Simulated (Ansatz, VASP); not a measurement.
**One calculation of BAs, two programs**

```
As B
1.0
     0.00000    2.38850    2.38850
     2.38850    0.00000    2.38850
     2.38850    2.38850    0.00000
As B
1 1
Direct
  0.75000 0.75000 0.75000
  0.00000 0.00000 0.00000
```

Alike in both runs: task relaxation of cell and atoms; functional PBE; k mesh 10 × 10 × 10; occupations fermi-dirac, width 0.05 eV; no spin polarisation.

|  | VASP | Ansatz |
| --- | --- | --- |
| version | VASP 6.6.1 | Ansatz 0.2.0 |
| potentials or method | VASP PAW PBE potentials, release 64 (As, B), cutoff 500 eV | all-electron LAPW, scalar-relativistic |

Ansatz gave:

* relaxed volume (Å³/atom): 13.90
* relaxed cell length with the largest relative difference (Å): 3.400

What did VASP give for the same quantities?

Relaxed volume (Å³/atom): 13.97; relaxed cell length with the largest relative difference (Å): 3.406.

Ansatz ran all-electron here, and VASP with PAW potentials.
